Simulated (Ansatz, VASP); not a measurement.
One calculation of Mg, two programs

The input INCAR:

```
SYSTEM = Mg
  PREC = Accurate
  ENCUT = 520
  EDIFF = 1E-8
  ISMEAR = -1
  SIGMA = 0.08
  LREAL = .FALSE.
  LASPH = .TRUE.
  NELM = 80
  ALGO = Normal
  ISIF = 2
  LWAVE = .FALSE.
  LCHARG = .FALSE.
  GGA = PS
  LEFG = .TRUE.
  NBANDS = 9
```

The input KPOINTS:

```
Automatic mesh
0
G
  12 12 7
  0 0 0
```

POSCAR

```
Mg
1.0
    3.2092715325      0.0320927153      0.0320927153
   -1.5768426594      2.7632643171      0.0117467491
    0.0521033000      0.0521033000      5.2103300000
Mg
2
Direct
    0.3333333333      0.6666666667      0.2500000000
    0.6666666667      0.3333333333      0.7500000000
```

Input for Ansatz:

```yaml
crystal:
  lattice:
    - [3.2092715325, 0.0320927153, 0.0320927153]
    - [-1.5768426594, 2.7632643171, 0.0117467491]
    - [0.0521033, 0.0521033, 5.21033]
  atoms:
    - { symbol: Mg, position: [0.3333333333, 0.6666666667, 0.25] }
    - { symbol: Mg, position: [0.6666666667, 0.3333333333, 0.75] }
kpoints:
  mp_grid: { grid: [12, 12, 7] }
scf:
  occupations: { method: fermi_dirac, width: 0.08 }
hamiltonian:
  xc: pbesol
  pseudopotentials: { kind: paw }
output:
  forces: true
  stress: true
  eigenvalues: true
  efg: { contact_densities: true }
```

Change from the starting cell: equal xy, yz and zx shear strains of +2 %, PAW files.

Alike in both runs: task electric field gradients; functional PBEsol; k mesh 12 × 12 × 7; occupations fermi-dirac, width 0.08 eV; no spin polarisation.

|  | VASP | Ansatz |
| --- | --- | --- |
| version | VASP 6.6.1 | Ansatz 0.2.0 |
| potentials or method | VASP PAW PBE potentials, release 64 (Mg) | PAW with Ansatz's default frozen-core files, scalar-relativistic |
| plane-wave cutoff (eV) | 520 | 420 |
| valence electrons in the cell | 4 | 20 |

Ansatz gave:

* pressure (GPa): -1.1
* traceless stress, the component that is largest in VASP (GPa): -0.44
* rms of the force components (eV/Å): 0.007
* size of Vzz on the site where it differs most (V/Å²): 1.2

Q: Estimate VASP's values.

A: Pressure (GPa): -1.1; traceless stress, the component that is largest in VASP (GPa): -0.44; rms of the force components (eV/Å): 0.007; size of Vzz on the site where it differs most (V/Å²): 1.3.

VASP's potentials were made for PBE, not for PBEsol. Atom by atom the forces differ by 0.000 eV/Å (rms over components). With one functional, cell and mesh, what is left measures potentials, basis and numerics. VASP's potentials hold 4 valence electrons a cell and Ansatz's 20, so a difference there can come from the potentials and not from the codes.
